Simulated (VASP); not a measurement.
# HfO2 (Fm-3m) in VASP: a series of runs

HfO2 is run at these levels: PBE, PBEsol, r2SCAN; tasks: single point.

All numbers are computed with VASP 6.6.1; they aren't measurements. Logs are shortened: lines on timing, memory, paths and dates and some standing lists are left out, and cuts for length are marked.

**1. The cell of the first run**

Symmetry: Fm-3m, No. 225, cubic system. The conventional cell has a = 5.058 Å, b = 5.058 Å, c = 5.058 Å, α = 90.00°, β = 90.00°, γ = 90.00°. Hf (site symmetry m-3m) has 8 O at 2.19 Å within 2.9 Å. Within 2.9 Å of O (site symmetry -43m) lie 4 Hf at 2.19 Å and 6 O at 2.53 Å.

**2. Single point, PBE**

INCAR reads:

```
PREC = Accurate
ENCUT = 520
EDIFF = 1E-7
ISMEAR = 0
SIGMA = 0.01
LREAL = F
LASPH = T
NELM = 100
ALGO = Normal
ISIF = 2
LWAVE = F
LCHARG = T
GGA = PE
LELF = T
LVHAR = T
NBANDS = 18
```

KPOINTS reads:

```
regular mesh
0
Gamma
  6 6 6
```

POSCAR reads:

```
HfO2
1.0
    0.0000000000      2.5291823175      2.5291823175
    2.5291823175      0.0000000000      2.5291823175
    2.5291823175      2.5291823175      0.0000000000
Hf O
1 2
Direct
    0.0000000000      0.0000000000      0.0000000000
    0.2500000000      0.2500000000      0.2500000000
    0.7500000000      0.7500000000      0.7500000000
```

Potentials or basis: VASP PAW PBE potentials, release 64 (Hf_pv, O).

On the command line:

```
$ cat potpaw_PBE.64/Hf_pv/POTCAR potpaw_PBE.64/O/POTCAR > POTCAR
$ mpirun -np 1 vasp_std > vasp.out
```

OUTCAR:

```text
PREC = Accurate
   ENCUT = 520
   EDIFF = 1E-7
   ISMEAR = 0
   LREAL = F
   LASPH = T
   NELM = 100
   ISIF = 2
   GGA = PE

 ion  position               nearest neighbor table
   1  0.000  0.000  0.000-   3 2.19   3 2.19   3 2.19   2 2.19   3 2.19   2 2.19   2 2.19   2 2.19

   2  0.250  0.250  0.250-   1 2.19   1 2.19   1 2.19   1 2.19
   3  0.750  0.750  0.750-   1 2.19   1 2.19   1 2.19   1 2.19

  LATTYP: Found a face centered cubic cell.
 ALAT       =     5.0583646350

  Lattice vectors:

 A1 = (   0.0000000000,   2.5291823175,   2.5291823175)
 A2 = (   2.5291823175,   0.0000000000,   2.5291823175)
 A3 = (   2.5291823175,   2.5291823175,   0.0000000000)

Analysis of symmetry for initial positions (statically):
=====================================================================
 Subroutine PRICEL returns:
 Original cell was already a primitive cell.

 Routine SETGRP: Setting up the symmetry group for a
 face centered cubic supercell.

 Subroutine GETGRP returns: Found 48 space group operations
 (whereof 48 operations were pure point group operations)
 out of a pool of 48 trial point group operations.

The static configuration has the point symmetry O_h .

Analysis of symmetry for dynamics (positions and initial velocities):
=====================================================================
 Subroutine PRICEL returns:
 Original cell was already a primitive cell.

 Routine SETGRP: Setting up the symmetry group for a
 face centered cubic supercell.

 Subroutine GETGRP returns: Found 48 space group operations
 (whereof 48 operations were pure point group operations)
 out of a pool of 48 trial point group operations.

The dynamic configuration has the point symmetry O_h .

 Subroutine INISYM returns: Found 48 space group operations
 (whereof 48 operations are pure point group operations),
 and found     1 'primitive' translations

----------------------------------------------------------------------------------------

                                     Primitive cell

  volume of cell :      32.3572

  direct lattice vectors                    reciprocal lattice vectors
     0.000000000  2.529182318  2.529182318    -0.197692352  0.197692352  0.197692352
     2.529182318  0.000000000  2.529182318     0.197692352 -0.197692352  0.197692352
     2.529182318  2.529182318  0.000000000     0.197692352  0.197692352 -0.197692352

  length of vectors
     3.576803935  3.576803935  3.576803935     0.342413197  0.342413197  0.342413197

  position of ions in fractional coordinates (direct lattice)
     0.000000000  0.000000000  0.000000000
     0.250000000  0.250000000  0.250000000
     0.750000000  0.750000000  0.750000000

  ion indices of the primitive-cell ions
   primitive index   ion index
                 1           1
                 2           2
                 3           3

----------------------------------------------------------------------------------------

 KPOINTS: regular mesh

Automatic generation of k-mesh.
 Grid dimensions read from file:
 generate k-points for:    6    6    6

 Generating k-lattice:

  Cartesian coordinates                     Fractional coordinates (reciprocal lattice)
    -0.032948725  0.032948725  0.032948725     0.166666667  0.000000000  0.000000000
     0.032948725 -0.032948725  0.032948725     0.000000000  0.166666667  0.000000000
     0.032948725  0.032948725 -0.032948725     0.000000000  0.000000000  0.166666667

  Length of vectors
     0.057068866  0.057068866  0.057068866

  Shift w.r.t. Gamma in fractional coordinates (k-lattice)
     0.000000000  0.000000000  0.000000000

 Subroutine IBZKPT returns following result:
 ===========================================

 Found     16 irreducible k-points:

 Following reciprocal coordinates:
            Coordinates               Weight
  0.000000  0.000000  0.000000      1.000000
  0.166667  0.000000  0.000000      8.000000
  0.333333  0.000000  0.000000      8.000000
  0.500000  0.000000  0.000000      4.000000
  0.166667  0.166667  0.000000      6.000000
  0.333333  0.166667  0.000000     24.000000
[... 8 lines left out ...]
 -0.333333  0.333333  0.166667     24.000000
 -0.333333  0.500000  0.166667     12.000000
   k-points           NKPTS =     16   k-points in BZ     NKDIM =     16   number of bands    NBANDS=     18
   number of dos      NEDOS =    301   number of ions     NIONS =      3
   total plane-waves  NPLWV =  21952
   dimension x,y,z NGX =    28 NGY =   28 NGZ =   28
   dimension x,y,z NGXF=    56 NGYF=   56 NGZF=   56
   ions per type =               1   2
   NGX,Y,Z   is equivalent  to a cutoff of  13.01, 13.01, 13.01 a.u.
   NGXF,Y,Z  is equivalent  to a cutoff of  26.03, 26.03, 26.03 a.u.
 SYSTEM =  unknown system
   PREC   = accura    normal or accurate (medium, high low for compatibility)
   ISTART =      0    job   : 0-new  1-cont  2-samecut
   ICHARG =      2    charge: 1-file 2-atom 10-const
   ISPIN  =      1    spin polarized calculation?
   LNONCOLLINEAR =      F non collinear calculations
   LSORBIT =      F    spin-orbit coupling
   LASPH  =      T    aspherical Exc in radial PAW
   ENCUT  =  520.0 eV  38.22 Ry    6.18 a.u.   6.65  6.65  6.65*2*pi/ulx,y,z
   NELM   =    100;   NELMIN=  2; NELMDL= -5     # of ELM steps
   EDIFF  = 0.1E-06   stopping-criterion for ELM
   LREAL  =      F    real-space projection
   EDIFFG = 0.1E-05   stopping-criterion for IOM
   NSW    =      0    number of steps for IOM
   IBRION =     -1    ionic relax: 0-MD 1-quasi-New 2-CG
   NFREE  =      0    steps in history (QN), initial steepest desc. (CG)
   ISIF   =      2    stress and relaxation
   ISYM   =      2    0-nonsym 1-usesym 2-fastsym
   POTIM  = 0.5000    time-step for ionic-motion
   TEBEG  =    0.0;   TEEND  =   0.0 temperature during run
   PSTRESS=    0.0 pullay stress
   NELECT =      22.0000    total number of electrons
   NUPDOWN=      -1.0000    fix difference up-down
   EMIN   =  10.00;   EMAX   =-10.00  energy-range for DOS
   EFERMI =   0.00;   METHOD = LEGACY
   ISMEAR =     0;   SIGMA  =   0.01  broadening in eV -4-tet -1-fermi 0-gaus
   EFERMI_NEDOS =   21; number of points for ismear=-14 and -15
   IALGO  =     38    algorithm
   IMIX   =      4    mixing-type and parameters
     AMIX     =   0.40;   BMIX     =  1.00
     AMIX_MAG =   1.60;   BMIX_MAG =  1.00
  volume/ion in A,a.u.               =      10.79        72.79
  Fermi-wavevector in a.u.,A,eV,Ry     =   1.439546  2.720348 28.195259  2.072293
  Thomas-Fermi vector in A             =   2.558390
   LORBIT       =      0    0 simple, 1 ext, 2 COOP (PROOUT), +10 PAW based schemes
   GGA     = PE    functional components
   LHFCALC =     F    Hartree Fock is set to
   AEXX    =    0.0000 exact exchange contribution
   IVDW    =     0    specifies the selected vdW correction
   LEPSILON=     F    determine dielectric tensor
   LRPA    =     F    only Hartree local field effects (RPA)
 non-spin polarized calculation
 Gauss-broadening in eV      SIGMA  =   0.01
  energy-cutoff  :      520.00
  volume of cell :       32.36
 maximum number of plane-waves:       893
 NGX is ok and might be reduce to    28
   NGX = 13   NGY = 13   NGZ = 13

 number of electron      21.9999992 magnetization

 Free energy of the ion-electron system (eV)
  ---------------------------------------------------
  ext. energy  EPLUGINS =         0.00000000
  ---------------------------------------------------
  free energy    TOTEN  =       -30.24599619 eV

  energy without entropy =      -30.24599619  energy(sigma->0) =      -30.24599619

 E-fermi :   4.4049     XC(G=0): -11.8754

 val. band max:        4.3384137126   @ k =   0.5000   0.5000   0.0000
 cond. band min:       8.1587320053   @ k =   0.5000   0.5000   0.0000
 fundamental gap:      3.8203182927
 Fermi energy:         4.4048816110

 k-point     1 :       0.0000    0.0000    0.0000
  band No.  band energies     occupation
      1     -25.3168      2.00000
      2     -25.3168      2.00000
      3     -25.3168      2.00000
      4     -14.4372      2.00000
      5     -11.3693      2.00000
      6      -1.0464      2.00000
[... 10 lines left out ...]
     17      14.8480      0.00000
     18      17.8700      0.00000

 k-point     2 :       0.1667    0.0000    0.0000
  band No.  band energies     occupation
      1     -25.4350      2.00000
      2     -25.3297      2.00000
      3     -25.3297      2.00000
      4     -14.0763      2.00000
      5     -11.6540      2.00000
      6      -0.7858      2.00000
[... 10 lines left out ...]
     17      14.4147      0.00000
     18      17.7197      0.00000

 k-point     3 :       0.3333    0.0000    0.0000
  band No.  band energies     occupation
      1     -25.6577      2.00000
      2     -25.3553      2.00000
      3     -25.3553      2.00000
      4     -13.4089      2.00000
      5     -12.0477      2.00000
      6      -0.2542      2.00000
[... 10 lines left out ...]
     17      13.9812      0.00000
     18      16.6083      0.00000

 k-point     4 :       0.5000    0.0000    0.0000
  band No.  band energies     occupation
      1     -25.7630      2.00000
      2     -25.3680      2.00000
      3     -25.3680      2.00000
      4     -13.1929      2.00000
      5     -12.0686      2.00000
      6      -0.0032      2.00000
[... 207 lines left out ...]
      4     -12.7914      2.00000
      5     -12.3798      2.00000
      6      -0.6644      2.00000
[... 10 lines left out ...]
     17      15.3354      0.00000
     18      17.7598      0.00000

 k-point    15 :      -0.3333    0.3333    0.1667
  band No.  band energies     occupation
      1     -25.6654      2.00000
      2     -25.5587      2.00000
      3     -25.4167      2.00000
      4     -12.6401      2.00000
      5     -12.3568      2.00000
      6      -0.6536      2.00000
[... 10 lines left out ...]
     17      16.2123      0.00000
     18      17.7376      0.00000

 k-point    16 :      -0.3333    0.5000    0.1667
  band No.  band energies     occupation
      1     -25.7053      2.00000
      2     -25.5327      2.00000
      3     -25.4452      2.00000
      4     -12.5603      2.00000
      5     -12.3420      2.00000
      6      -1.5639      2.00000
[... 10 lines left out ...]
     17      17.4880      0.00000
     18      17.8378      0.00000

------------------------ aborting loop because EDIFF is reached ----------------------------------------

  FORCE on cell =-STRESS in cart. coord.  units (eV):
  Direction    XX          YY          ZZ          XY          YZ          ZX
  --------------------------------------------------------------------------------------
  -------------------------------------------------------------------------------------
  Total        0.4308871      0.4308871      0.4308871      0.0000000      0.0000000     -0.0000000
  in kB       21.3355426     21.3355426     21.3355426      0.0000000      0.0000000     -0.0000000
  external PRESSURE =      21.3355426 kB  Pullay stress =       0.0000000 kB

 VOLUME and BASIS-vectors are now :
 -----------------------------------------------------------------------------
  energy-cutoff  :      520.00
  volume of cell :       32.36
      direct lattice vectors                 reciprocal lattice vectors
     0.000000000  2.529182318  2.529182318    -0.197692352  0.197692352  0.197692352
     2.529182318  0.000000000  2.529182318     0.197692352 -0.197692352  0.197692352
     2.529182318  2.529182318  0.000000000     0.197692352  0.197692352 -0.197692352

 POSITION                                       TOTAL-FORCE (eV/Angst)
 -----------------------------------------------------------------------------------
      0.00000      0.00000      0.00000        -0.000000      0.000000     -0.000000
      1.26459      1.26459      1.26459         0.000000     -0.000000     -0.000000
      3.79377      3.79377      3.79377         0.000000      0.000000      0.000000
 -----------------------------------------------------------------------------------
    total drift:                                0.000000      0.000000      0.000000

  FREE ENERGIE OF THE ION-ELECTRON SYSTEM (eV)
  ---------------------------------------------------
  free  energy   TOTEN  =       -30.2459961946 eV

  energy  without entropy=      -30.2459961946  energy(sigma->0) =      -30.24599619
```

Wall time 7.5 s (1 thread of AMD EPYC 9R45 (Zen 5), shared host); peak memory 0.13 GiB.

What came out:

```
Free energy            : -30.2460 eV
Pressure               : 2.1 GPa
Band gap on the k mesh : 3.82 eV, direct
```

Levels at points of the mesh, in eV from the valence-band top:
```csv
k point,band 8,band 9,band 10,band 11,band 12,band 13,band 14,band 15
"(0.00, 0.00, 0.00)",-5.38,-0.61,-0.61,-0.61,3.90,3.90,5.89,10.51
"(0.50, 0.00, 0.00)",-3.05,-2.74,-1.84,-1.84,4.63,4.63,7.05,9.09
"(0.50, 0.50, 0.00)",-3.48,-1.54,-1.54,0.00,3.82,5.54,6.70,8.22
```

Caveat: spin-orbit coupling is left out, which moves the levels of the heavy elements.

**3. Single point, PBE**

INCAR reads:

```
SYSTEM = HfO2
PREC     = Accurate       ! precision mode
ENCUT    = 520            ! plane-wave cutoff, eV
EDIFF    = 1E-7           ! SCF threshold, eV
ISMEAR   = -1             ! smearing method
SIGMA    = 0.02           ! smearing width, eV
LREAL    = .FALSE.        ! projectors in reciprocal space
LASPH    = .TRUE.         ! aspherical terms in the spheres
NELM     = 80             ! most SCF steps
ALGO     = Normal         ! electronic algorithm
ISIF     = 2              ! what is computed and relaxed
LWAVE    = .FALSE.        ! write WAVECAR
LCHARG   = .FALSE.        ! write CHGCAR
GGA      = PE             ! functional
NBANDS   = 18             ! bands
```

KPOINTS reads:

```
regular mesh
0
G
  8 8 8
  0 0 0
```

POSCAR is that of step 2.

Potentials or basis: VASP PAW PBE potentials, release 64 (Hf_pv, O).

On the command line:

```
$ cat potpaw_PBE.64/Hf_pv/POTCAR potpaw_PBE.64/O/POTCAR > POTCAR
$ mpirun -np 1 vasp_std > vasp.out
```

Wall time 11 s (1 thread of AMD EPYC 9R45 (Zen 5), shared host); peak memory 0.13 GiB.

It converged, with:

* Free energy: -30.2461 eV
* Pressure: 2.1 GPa
* Band gap on the k mesh: 3.82 eV, direct

Levels at points of the mesh, in eV from the valence-band top:
```tsv
k point	band 7	band 8	band 9	band 10	band 11	band 12	band 13	band 14	band 15	band 16
(0.00, 0.00, 0.00)	-5.38	-5.38	-0.61	-0.61	-0.61	3.90	3.90	5.89	10.51	10.51
(0.50, 0.00, 0.00)	-4.34	-3.05	-2.74	-1.84	-1.84	4.63	4.63	7.05	9.09	9.46
(0.50, 0.50, 0.00)	-3.48	-3.48	-1.54	-1.54	0.00	3.82	5.54	6.70	8.22	8.22
```

Caveat: spin-orbit coupling is left out, which moves the levels of the heavy elements. A k mesh can miss the band edges.

(Part 1 of 3 ends here.)
